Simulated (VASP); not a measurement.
# RhC (zincblende type) (F-43m) in VASP: notebook, part 2 of 2

VASP 6.6.1.

## (4) Single point, PBE (9.02 Å³/atom)

This run uses another cell than the first one, of 9.02 Å³/atom.

INCAR reads:

```
SYSTEM = RhC
  PREC = Accurate
  ENCUT = 520
  EDIFF = 1E-6
  ISMEAR = -1
  SIGMA = 0.1
  LREAL = .False.
  LASPH = .True.
  NELM = 100
  ALGO = Normal
  ISIF = 2
  LWAVE = .False.
  LCHARG = .False.
  GGA = PE
  NBANDS = 16
```

KPOINTS reads:

```
Automatic mesh
0
Gamma
  14 14 14
  0 0 0
```

POSCAR reads:

```
RhC
1.0
    0.0000000000      2.0813864178      2.0813864178
    2.0813864178      0.0000000000      2.0813864178
    2.0813864178      2.0813864178      0.0000000000
Rh C
1 1
Direct
    0.0000000000      0.0000000000      0.0000000000
    0.2500000000      0.2500000000      0.2500000000
```

Potentials or basis: VASP PAW PBE potentials, release 64 (Rh_pv, C).

Started as:

```sh
> cat potpaw_PBE.64/Rh_pv/POTCAR potpaw_PBE.64/C/POTCAR > POTCAR
> mpirun -np 1 vasp_std > vasp.out
```

OUTCAR:

```text
SYSTEM = RhC
   PREC = Accurate
   ENCUT = 520
   EDIFF = 1E-6
   ISMEAR = -1
   LREAL = .False.
   LASPH = .True.
   NELM = 100
   ISIF = 2
   GGA = PE

 ion  position               nearest neighbor table
   1  0.000  0.000  0.000-   2 1.80   2 1.80   2 1.80   2 1.80
   2  0.250  0.250  0.250-   1 1.80   1 1.80   1 1.80   1 1.80

  LATTYP: Found a face centered cubic cell.
 ALAT       =     4.1627728356

  Lattice vectors:

 A1 = (   0.0000000000,   2.0813864178,   2.0813864178)
 A2 = (   2.0813864178,   0.0000000000,   2.0813864178)
 A3 = (   2.0813864178,   2.0813864178,   0.0000000000)

Analysis of symmetry for initial positions (statically):
=====================================================================
 Subroutine PRICEL returns:
 Original cell was already a primitive cell.

 Routine SETGRP: Setting up the symmetry group for a
 face centered cubic supercell.

 Subroutine GETGRP returns: Found 24 space group operations
 (whereof 24 operations were pure point group operations)
 out of a pool of 48 trial point group operations.

The static configuration has the point symmetry T_d .

Analysis of symmetry for dynamics (positions and initial velocities):
=====================================================================
 Subroutine PRICEL returns:
 Original cell was already a primitive cell.

 Routine SETGRP: Setting up the symmetry group for a
 face centered cubic supercell.

 Subroutine GETGRP returns: Found 24 space group operations
 (whereof 24 operations were pure point group operations)
 out of a pool of 48 trial point group operations.

The dynamic configuration has the point symmetry T_d .

 Subroutine INISYM returns: Found 24 space group operations
 (whereof 24 operations are pure point group operations),
 and found     1 'primitive' translations
[... 103 lines left out ...]
   POTIM  = 0.5000    time-step for ionic-motion
   TEBEG  =    0.0;   TEEND  =   0.0 temperature during run
   PSTRESS=    0.0 pullay stress
   NELECT =      19.0000    total number of electrons
   NUPDOWN=      -1.0000    fix difference up-down
   EMIN   =  10.00;   EMAX   =-10.00  energy-range for DOS
   EFERMI =   0.00;   METHOD = LEGACY
   ISMEAR =    -1;   SIGMA  =   0.10  broadening in eV -4-tet -1-fermi 0-gaus
   EFERMI_NEDOS =   21; number of points for ismear=-14 and -15
   IALGO  =     38    algorithm
   IMIX   =      4    mixing-type and parameters
     AMIX     =   0.40;   BMIX     =  1.00
     AMIX_MAG =   1.60;   BMIX_MAG =  1.00
  volume/ion in A,a.u.               =       9.02        60.85
  Fermi-wavevector in a.u.,A,eV,Ry     =   1.665827  3.147957 37.755904  2.774981
  Thomas-Fermi vector in A             =   2.752130
   LORBIT       =      0    0 simple, 1 ext, 2 COOP (PROOUT), +10 PAW based schemes
   GGA     = PE    functional components
   LHFCALC =     F    Hartree Fock is set to
   AEXX    =    0.0000 exact exchange contribution
   IVDW    =     0    specifies the selected vdW correction
   LEPSILON=     F    determine dielectric tensor
   LRPA    =     F    only Hartree local field effects (RPA)
 non-spin polarized calculation
  energy-cutoff  :      520.00
  volume of cell :       18.03
 maximum number of plane-waves:       531
 NGX is ok and might be reduce to    24
   NGX = 11   NGY = 11   NGZ = 11

 number of electron      19.0000003 magnetization

 Free energy of the ion-electron system (eV)
  ---------------------------------------------------
  ext. energy  EPLUGINS =         0.00000000
  ---------------------------------------------------
  free energy    TOTEN  =       -13.58480760 eV

  energy without entropy =      -13.56752192  energy(sigma->0) =      -13.57616476

 E-fermi :  13.6972     XC(G=0): -14.0605

 val. band max:       13.6161707884   @ k =  -0.3571   0.3571   0.0000
 cond. band min:      13.7061034448   @ k =   0.5000   0.4286   0.0714
 fundamental gap:      0.0899326564
 Fermi energy:        13.6972039397

 k-point     1 :       0.0000    0.0000    0.0000
  band No.  band energies     occupation
      1     -34.6977      2.00000
      2     -34.6977      2.00000
      3     -34.6977      2.00000
      4      -2.0325      2.00000
      5       4.7836      2.00000
      6       4.7836      2.00000
[... 433 lines left out ...]
      3     -34.7501      2.00000
      4      -0.6563      2.00000
      5       4.3311      2.00000
      6       5.6942      2.00000
[... 8 lines left out ...]
     15      29.7609      0.00000
     16      30.7676      0.00000

 [... further k-points ...]
[... 5 lines left out ...]
  --------------------------------------------------------------------------------------
  -------------------------------------------------------------------------------------
  Total       14.4632983     14.4632983     14.4632983     -0.0000000     -0.0000000      0.0000000
  in kB     1284.9605079   1284.9605079   1284.9605079     -0.0000000     -0.0000000      0.0000000
  external PRESSURE =    1284.9605079 kB  Pullay stress =       0.0000000 kB

 VOLUME and BASIS-vectors are now :
 -----------------------------------------------------------------------------
  energy-cutoff  :      520.00
  volume of cell :       18.03
      direct lattice vectors                 reciprocal lattice vectors
     0.000000000  2.081386418  2.081386418    -0.240224494  0.240224494  0.240224494
     2.081386418  0.000000000  2.081386418     0.240224494 -0.240224494  0.240224494
     2.081386418  2.081386418  0.000000000     0.240224494  0.240224494 -0.240224494

 POSITION                                       TOTAL-FORCE (eV/Angst)
 -----------------------------------------------------------------------------------
      0.00000      0.00000      0.00000         0.000000      0.000000      0.000000
      1.04069      1.04069      1.04069        -0.000000     -0.000000     -0.000000
 -----------------------------------------------------------------------------------
    total drift:                                0.000002      0.000002      0.000002

  FREE ENERGIE OF THE ION-ELECTRON SYSTEM (eV)
  ---------------------------------------------------
  free  energy   TOTEN  =       -13.5848076001 eV

  energy  without entropy=      -13.5675219181  energy(sigma->0) =      -13.57616476
```

Run time: 40 s. Hardware: 1 thread of Intel Xeon 8259CL, shared host; peak memory 0.16 GiB.

What came out:

- Free energy: -13.5848 eV
- Pressure: 128.5 GPa
- Band gap on the k mesh: zero (an odd number of electrons rules out a gap without spin polarisation)

Caveat: the cell stands under pressure.

The gap in the log of VASP goes by the Fermi energy; the results here count the filled bands.